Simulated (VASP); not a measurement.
# FeNi3 (Pm-3m) in VASP: notebook

FeNi3 is run at these levels: LDA; tasks: single point.

Everything below comes from runs of VASP 6.6.1. Logs are shortened: lines on timing, memory, paths and dates and some standing lists are left out, and cuts for length are marked.

**1. The cell of the first run**

It takes space group Pm-3m (No. 221, cubic). Conventional cell: a = 3.448 Å, b = 3.448 Å, c = 3.448 Å, α = 90.00°, β = 90.00°, γ = 90.00°. Fe (site symmetry m-3m) has 12 Ni at 2.44 Å within 3.2 Å. Ni (site symmetry 4/mmm) has 4 Fe at 2.44 Å and 8 Ni at 2.44 Å within 3.2 Å.

**2. Single point, LDA, collinear spin, ferromagnetic start (10.25 Å³/atom)**

Input file INCAR:

```
SYSTEM = FeNi3
ALGO = Normal
EDIFF = 1E-7
ENCUT = 520
GGA = CA
ISIF = 2
ISMEAR = 0
ISPIN = 2
LASPH = .TRUE.
LCHARG = .FALSE.
LMAXMIX = 4
LORBIT = 11
LREAL = .FALSE.
LWAVE = .FALSE.
MAGMOM = 2.98 0.73 0.73 0.73
NBANDS = 31
NELM = 150
PREC = Accurate
SIGMA = 0.05
```

Input file KPOINTS:

```
k-points
0
G
  12 12 12
  0 0 0
```

Input file POSCAR:

```
FeNi3
1.0
    3.4484818919      0.0000000000      0.0000000000
    0.0000000000      3.4484818919      0.0000000000
    0.0000000000      0.0000000000      3.4484818919
Fe Ni
1 3
Direct
    0.0000000000      0.0000000000      0.0000000000
    0.0000000000      0.5000000000      0.5000000000
    0.5000000000      0.0000000000      0.5000000000
    0.5000000000      0.5000000000      0.0000000000
```

Potentials or basis: VASP PAW LDA potentials, release 64 (Fe, Ni).

Run with:

```
$ cat potpaw_LDA.64/Fe/POTCAR potpaw_LDA.64/Ni/POTCAR > POTCAR
$ mpirun -np 1 vasp_std > vasp.out
```

OUTCAR:

```text
SYSTEM = FeNi3
   EDIFF = 1E-7
   ENCUT = 520
   GGA = CA
   ISIF = 2
   ISMEAR = 0
   ISPIN = 2
   LASPH = .TRUE.
   LORBIT = 11
   LREAL = .FALSE.
   NELM = 150
   PREC = Accurate

 ion  position               nearest neighbor table
   1  0.000  0.000  0.000-   2 2.44   3 2.44   4 2.44   2 2.44   3 2.44   2 2.44   4 2.44   2 2.44
                             3 2.44   4 2.44   3 2.44   4 2.44
   2  0.000  0.500  0.500-   1 2.44   3 2.44   4 2.44   1 2.44   4 2.44   1 2.44   3 2.44   1 2.44
                             3 2.44   4 2.44   4 2.44   3 2.44
   3  0.500  0.000  0.500-   1 2.44   2 2.44   4 2.44   1 2.44   4 2.44   2 2.44   4 2.44   4 2.44
                             1 2.44   2 2.44   1 2.44   2 2.44
   4  0.500  0.500  0.000-   1 2.44   2 2.44   3 2.44   2 2.44   3 2.44   1 2.44   3 2.44   3 2.44
                             1 2.44   2 2.44   2 2.44   1 2.44

  LATTYP: Found a simple cubic cell.
 ALAT       =     3.4484818919

  Lattice vectors:

 A1 = (   3.4484818919,   0.0000000000,   0.0000000000)
 A2 = (   0.0000000000,   3.4484818919,   0.0000000000)
 A3 = (   0.0000000000,   0.0000000000,   3.4484818919)

Analysis of symmetry for initial positions (statically):
=====================================================================
 Subroutine PRICEL returns:
 Original cell was already a primitive cell.

 Routine SETGRP: Setting up the symmetry group for a
 simple cubic supercell.

 Subroutine GETGRP returns: Found 48 space group operations
 (whereof 48 operations were pure point group operations)
 out of a pool of 48 trial point group operations.

The static configuration has the point symmetry O_h .

Analysis of symmetry for dynamics (positions and initial velocities):
=====================================================================
 Subroutine PRICEL returns:
 Original cell was already a primitive cell.

 Routine SETGRP: Setting up the symmetry group for a
 simple cubic supercell.

 Subroutine GETGRP returns: Found 48 space group operations
 (whereof 48 operations were pure point group operations)
 out of a pool of 48 trial point group operations.

The dynamic configuration has the point symmetry O_h .

Analysis of structural, dynamic, and magnetic symmetry:
=====================================================================
 Subroutine PRICEL returns:
 Original cell was already a primitive cell.

 Routine SETGRP: Setting up the symmetry group for a
 simple cubic supercell.

 Subroutine GETGRP returns: Found 48 space group operations
 (whereof 48 operations were pure point group operations)
 out of a pool of 48 trial point group operations.

The overall configuration has the point symmetry O_h .
[... 127 lines left out ...]
   LORBIT       =     11    0 simple, 1 ext, 2 COOP (PROOUT), +10 PAW based schemes
   GGA     = CA    functional components
   LHFCALC =     F    Hartree Fock is set to
   AEXX    =    0.0000 exact exchange contribution
   IVDW    =     0    specifies the selected vdW correction
   LEPSILON=     F    determine dielectric tensor
   LRPA    =     F    only Hartree local field effects (RPA)
 spin polarized calculation
 Gauss-broadening in eV      SIGMA  =   0.05
  energy-cutoff  :      520.00
  volume of cell :       41.01
 maximum number of plane-waves:      1141
 NGX is ok and might be reduce to    28

 number of electron      37.9999979 magnetization       4.5990289

 Free energy of the ion-electron system (eV)
  ---------------------------------------------------
  ext. energy  EPLUGINS =         0.00000000
  ---------------------------------------------------
  free energy    TOTEN  =       -29.18942767 eV

  energy without entropy =      -29.18558955  energy(sigma->0) =      -29.18750861

 E-fermi :   9.3544     XC(G=0): -13.9739

 val. band max:        9.3479245486   @ k =   0.3333   0.3333   0.2500
 cond. band min:       9.3565011867   @ k =   0.5000   0.5000   0.4167
 fundamental gap:      0.0085766381
 Fermi energy:         9.3544098670

 spin component 1

 k-point     1 :       0.0000    0.0000    0.0000
  band No.  band energies     occupation
      1      -0.2298      1.00000
      2       3.7311      1.00000
      3       3.7311      1.00000
      4       4.2676      1.00000
      5       4.4965      1.00000
      6       4.4965      1.00000
[... 805 lines left out ...]
     30      23.8888      0.00000
     31      24.9865      0.00000

 [... further k-points ...]

 spin component 2

 k-point     1 :       0.0000    0.0000    0.0000
  band No.  band energies     occupation
      1      -0.0600      1.00000
      2       4.6099      1.00000
      3       4.6099      1.00000
      4       4.6660      1.00000
      5       5.3441      1.00000
      6       5.3441      1.00000
[... 805 lines left out ...]
     30      24.2940      0.00000
     31      25.4764      0.00000

 [... further k-points ...]
[... 5 lines left out ...]
  --------------------------------------------------------------------------------------
  -------------------------------------------------------------------------------------
  Total       -0.1030006     -0.1030006     -0.1030006      0.0000000     -0.0000000      0.0000000
  in kB       -4.0240781     -4.0240781     -4.0240781      0.0000000     -0.0000000      0.0000000
  external PRESSURE =      -4.0240781 kB  Pullay stress =       0.0000000 kB

 VOLUME and BASIS-vectors are now :
 -----------------------------------------------------------------------------
  energy-cutoff  :      520.00
  volume of cell :       41.01
      direct lattice vectors                 reciprocal lattice vectors
     3.448481892  0.000000000  0.000000000     0.289982674  0.000000000  0.000000000
     0.000000000  3.448481892  0.000000000     0.000000000  0.289982674  0.000000000
     0.000000000  0.000000000  3.448481892     0.000000000  0.000000000  0.289982674

 POSITION                                       TOTAL-FORCE (eV/Angst)
 -----------------------------------------------------------------------------------
      0.00000      0.00000      0.00000         0.000000      0.000000      0.000000
      0.00000      1.72424      1.72424         0.000000      0.000000      0.000000
      1.72424      0.00000      1.72424         0.000000      0.000000      0.000000
      1.72424      1.72424      0.00000         0.000000      0.000000      0.000000
 -----------------------------------------------------------------------------------
    total drift:                                0.000000      0.000000      0.000000

  FREE ENERGIE OF THE ION-ELECTRON SYSTEM (eV)
  ---------------------------------------------------
  free  energy   TOTEN  =       -29.1894276689 eV

  energy  without entropy=      -29.1855895547  energy(sigma->0) =      -29.18750861

 total charge

# of ion       s       p       d       tot
------------------------------------------
    1        0.507   0.565   6.214   7.286
    2        0.542   0.584   8.374   9.501
    3        0.542   0.584   8.374   9.501
    4        0.542   0.584   8.374   9.501
--------------------------------------------------
tot          2.134   2.318  31.336  35.788

 magnetization (x)

# of ion       s       p       d       tot
------------------------------------------
    1        0.007   0.008   2.698   2.713
    2       -0.012  -0.031   0.657   0.614
    3       -0.012  -0.031   0.657   0.614
    4       -0.012  -0.031   0.657   0.614
--------------------------------------------------
tot         -0.028  -0.086   4.668   4.554
```

stdout:

```text
POSCAR found type information on POSCAR FeNi
 POSCAR found :  2 types and       4 ions
 scaLAPACK will be used
 LDA part: xc-table for (Slater(with rela. corr.)+CA(PZ))
 , standard interpolation
 POSCAR, INCAR and KPOINTS ok, starting setup
 FFT: planning ... GRIDC
 FFT: planning ... GRID_SOFT
 FFT: planning ... GRID
 WAVECAR not read
 entering main loop
```

It took 1.9 min on 1 thread of Intel Xeon 6975P-C (Granite Rapids), shared host; peak memory 0.26 GiB.

What came out:

- Free energy: -29.1894 eV
- Pressure: -0.4 GPa
- Net moment: 4.60 μB per cell
- Site moments: Fe +2.71; Ni +0.61 μB
- Valence electrons inside the program's atomic spheres: Fe 7.29; Ni 9.50

Levels at points of the mesh, in eV from the Fermi level:
Spin up:
```
           k point  band 19  band 20  band 21  band 22  band 23  band 24
(0.00, 0.00, 0.00)    -0.42    -0.42    -0.42     2.35     2.35     2.35
(0.50, 0.00, 0.00)    -1.19    -1.02    -0.48    -0.42     8.06     8.06
(0.50, 0.50, 0.00)    -1.53    -1.50     1.00     1.00     1.16     1.20
(0.50, 0.50, 0.50)    -0.61    -0.61    -0.56    -0.56    -0.56    -0.51
```
Spin down:
```tsv
k point	band 15	band 16	band 17	band 18	band 19	band 20
(0.00, 0.00, 0.00)	0.27	0.27	0.97	0.97	1.36	1.36
(0.50, 0.00, 0.00)	-0.94	-0.41	-0.21	-0.21	0.27	0.35
(0.50, 0.50, 0.00)	-1.32	-0.88	-0.81	0.11	0.11	0.18
(0.50, 0.50, 0.50)	-0.35	-0.35	0.04	0.04	0.04	0.86
```

**3. Single point, LDA, collinear spin, ferrimagnetic start**

Input file INCAR:

```
SYSTEM = FeNi3
PREC = Accurate
ENCUT = 520
EDIFF = 1E-6
ISMEAR = 0
SIGMA = 0.05
LREAL = .False.
LASPH = .True.
NELM = 150
ALGO = Normal
ISIF = 2
LWAVE = .False.
LCHARG = .True.
ISPIN = 2
MAGMOM = 2.5 -0.8 -0.8 -0.8
LORBIT = 11
LMAXMIX = 4
LELF = .True.
LVHAR = .True.
NBANDS = 31
```

Input file KPOINTS:

```
regular mesh
0
Gamma
  12 12 12
  0 0 0
```

POSCAR is that of step 2.

Potentials or basis: VASP PAW LDA potentials, release 64 (Fe, Ni).

Run with:

```
$ cat potpaw_LDA.64/Fe/POTCAR potpaw_LDA.64/Ni/POTCAR > POTCAR
$ mpirun -np 1 vasp_std > vasp.out
```

It took 1.7 min on 1 thread of Intel Xeon 6975P-C (Granite Rapids), shared host; peak memory 0.26 GiB.

Results (log left out):

- Free energy: -29.1894 eV
- Pressure: -0.2 GPa
- Net moment: 4.59 μB per cell
- Site moments: Fe +2.71; Ni +0.61 μB
- Valence electrons inside the program's atomic spheres: Fe 7.28; Ni 9.50

Levels at points of the mesh, in eV from the Fermi level:
Spin up:
```csv
k point,band 18,band 19,band 20,band 21,band 22,band 23,band 24,band 25
"(0.00, 0.00, 0.00)",-0.48,-0.42,-0.42,-0.42,2.35,2.35,2.35,9.72
"(0.50, 0.00, 0.00)",-1.56,-1.18,-1.02,-0.48,-0.42,8.06,8.06,8.07
"(0.50, 0.50, 0.00)",-1.57,-1.52,-1.50,1.00,1.00,1.16,1.20,11.86
"(0.50, 0.50, 0.50)",-0.61,-0.61,-0.61,-0.56,-0.56,-0.56,-0.51,6.13
```
Spin down:
| k point | band 14 | band 15 | band 16 | band 17 | band 18 | band 19 | band 20 | band 21 |
| --- | --- | --- | --- | --- | --- | --- | --- | --- |
| (0.00, 0.00, 0.00) | 0.27 | 0.27 | 0.27 | 0.97 | 0.97 | 1.37 | 1.37 | 1.37 |
| (0.50, 0.00, 0.00) | -1.09 | -0.94 | -0.41 | -0.21 | -0.21 | 0.27 | 0.35 | 0.54 |
| (0.50, 0.50, 0.00) | -1.33 | -1.33 | -0.88 | -0.81 | 0.11 | 0.11 | 0.18 | 1.60 |
| (0.50, 0.50, 0.50) | -0.35 | -0.35 | -0.35 | 0.04 | 0.04 | 0.04 | 0.86 | 0.86 |

**4. Single point, LDA, collinear spin, ferromagnetic start**

Input file INCAR:

```
PREC = Accurate
ENCUT = 520
EDIFF = 1E-6
ISMEAR = 0
SIGMA = 0.05
LREAL = F
LASPH = T
NELM = 150
ALGO = Normal
ISIF = 2
LWAVE = F
LCHARG = F
ISPIN = 2
MAGMOM = 3.01 0.73 0.73 0.73
LORBIT = 11
LMAXMIX = 4
NBANDS = 31
```

Input file KPOINTS:

```
Automatic mesh
0
Gamma
  12 12 12
```

POSCAR is that of step 3.

Run with:

```
$ cat potpaw_LDA.64/Fe/POTCAR potpaw_LDA.64/Ni/POTCAR > POTCAR
$ mpirun -np 1 vasp_std > vasp.out
```

It took 1.7 min on 1 thread of Intel Xeon 6975P-C (Granite Rapids), shared host; peak memory 0.26 GiB.

The run converged. Its results:

* Free energy: -29.1894 eV
* Pressure: -0.5 GPa
* Net moment: 4.60 μB per cell
* Site moments: Fe +2.71; Ni +0.61 μB
* Valence electrons inside the program's atomic spheres: Fe 7.29; Ni 9.50

Levels at points of the mesh, in eV from the Fermi level:
Spin up:
```csv
k point,band 19,band 20,band 21,band 22,band 23,band 24
"(0.00, 0.00, 0.00)",-0.42,-0.42,-0.42,2.35,2.35,2.35
"(0.50, 0.00, 0.00)",-1.19,-1.02,-0.48,-0.42,8.06,8.06
"(0.50, 0.50, 0.00)",-1.53,-1.50,1.00,1.00,1.16,1.20
"(0.50, 0.50, 0.50)",-0.61,-0.61,-0.56,-0.56,-0.56,-0.51
```
Spin down:
```csv
k point,band 13,band 14,band 15,band 16,band 17,band 18,band 19,band 20,band 21,band 22
"(0.00, 0.00, 0.00)",-0.01,0.27,0.27,0.27,0.97,0.97,1.36,1.36,1.36,2.53
"(0.50, 0.00, 0.00)",-1.09,-1.09,-0.94,-0.41,-0.21,-0.21,0.27,0.35,0.54,1.34
"(0.50, 0.50, 0.00)",-1.36,-1.32,-1.32,-0.88,-0.81,0.11,0.11,0.18,1.60,1.60
"(0.50, 0.50, 0.50)",-0.49,-0.35,-0.35,-0.35,0.04,0.04,0.04,0.86,0.86,0.86
```

**5. Single point, LDA, collinear spin, antiferromagnetic start**

This run uses another cell than the first one: it holds 8 atoms, not 4.

Input file INCAR:

```
PREC = Accurate ; ENCUT = 520
EDIFF = 1E-6 ; ISMEAR = 0
SIGMA = 0.05 ; LREAL = F
LASPH = T ; NELM = 150
ALGO = Normal ; ISIF = 2
LWAVE = F ; LCHARG = F
ISPIN = 2 ; MAGMOM = 2.5 -2.5 0.8 -0.8 0.8 -0.8 0.8 -0.8
LORBIT = 11 ; LMAXMIX = 4
NBANDS = 52 ; KPAR = 4
```

Input file KPOINTS:

```
regular mesh
0
Gamma
  10 10 6
```

Input file POSCAR:

```
FeNi3
1.0
    3.4484818919      0.0000000000      0.0000000000
    0.0000000000      3.4484818919      0.0000000000
    0.0000000000      0.0000000000      6.8969637838
Fe Ni
2 6
Direct
    0.0000000000      0.0000000000      0.0000000000
    0.0000000000      0.0000000000      0.5000000000
    0.0000000000      0.5000000000      0.2500000000
    0.5000000000      0.0000000000      0.2500000000
    0.5000000000      0.5000000000      0.0000000000
    0.0000000000      0.5000000000      0.7500000000
    0.5000000000      0.0000000000      0.7500000000
    0.5000000000      0.5000000000      0.5000000000
```

Run with:

```
$ cat potpaw_LDA.64/Fe/POTCAR potpaw_LDA.64/Ni/POTCAR > POTCAR
$ mpirun -np 4 vasp_std > vasp.out
```

Run time: 4.8 min. Hardware: 4 MPI ranks of AMD EPYC 7R43 (Zen 3), shared host; peak memory 0.51 GiB.

Results (log left out):

- Free energy: -58.0472 eV
- Pressure: -1.7 GPa
- Band gap on the k mesh: zero (filled and empty bands overlap)
- Net moment: 0.00 μB per cell
- Site moments: Fe +2.65, -2.65; Ni -0.00, +0.00, +0.27, -0.27 (each value once) μB
- Valence electrons inside the program's atomic spheres: Fe 7.28; Ni 9.51, 9.50 (each value once)

Stress tensor (GPa, compression positive):
```
-1.59  0.00  0.00
 0.00 -1.59  0.00
 0.00  0.00 -1.78
```

Levels at points of the mesh, in eV from the Fermi level:
Spin up:
```csv
k point,band 35,band 36,band 37,band 38,band 39,band 40,band 41,band 42
"(0.00, 0.00, 0.00)",0.10,0.10,0.11,0.11,0.77,0.80,0.88,0.88
"(0.50, 0.00, 0.00)",-0.92,-0.83,-0.53,-0.24,-0.02,0.10,0.36,0.93
"(0.50, 0.50, 0.00)",-0.30,-0.29,-0.12,-0.12,-0.12,0.10,0.15,0.61
"(0.00, 0.00, 0.50)",-0.20,-0.12,-0.07,0.11,0.11,0.46,0.46,0.76
"(0.50, 0.00, 0.50)",-0.65,-0.49,-0.29,-0.04,0.00,0.12,0.36,0.56
"(0.50, 0.50, 0.50)",-0.56,-0.48,-0.37,0.45,0.45,0.73,1.06,1.06
```
Spin down:
| k point | band 36 | band 37 | band 38 | band 39 | band 40 | band 41 |
| --- | --- | --- | --- | --- | --- | --- |
| (0.00, 0.00, 0.00) | 0.10 | 0.11 | 0.11 | 0.77 | 0.80 | 0.88 |
| (0.50, 0.00, 0.00) | -0.83 | -0.53 | -0.24 | -0.02 | 0.10 | 0.36 |
| (0.50, 0.50, 0.00) | -0.29 | -0.12 | -0.12 | -0.12 | 0.10 | 0.15 |
| (0.00, 0.00, 0.50) | -0.12 | -0.07 | 0.11 | 0.11 | 0.46 | 0.46 |
| (0.50, 0.00, 0.50) | -0.49 | -0.29 | -0.04 | 0.00 | 0.12 | 0.36 |
| (0.50, 0.50, 0.50) | -0.48 | -0.37 | 0.45 | 0.45 | 0.73 | 1.06 |

Caveat: the antiferromagnetic order is the one typed at the start, and another may lie lower.

**6. Summary**

```tsv
spin	cell	k mesh	gap on the mesh (eV)	pressure (GPa)	moment (μB)
collinear, ferromagnetic start	a = 3.448 Å, 4 atoms, atomic positions A	12 × 12 × 12	none	-0.5	4.60
collinear, ferrimagnetic start	a = 3.448 Å, 4 atoms, atomic positions A	12 × 12 × 12	none	-0.2	4.59
collinear, antiferromagnetic start	a = 3.448, b = 3.448, c = 6.897 Å, 8 atoms, atomic positions B	10 × 10 × 6	none	-1.7	0.00
```

Alike in all rows: task single point; level LDA; potentials or basis VASP PAW LDA potentials, release 64 (Fe, Ni); cutoff (eV) 520; smearing gaussian 0.05 eV.

Caveats: the antiferromagnetic order is the one typed at the start, and another may lie lower (at least some runs).

Total energies depend on the potentials used, so only differences within one code and one set of settings carry meaning.
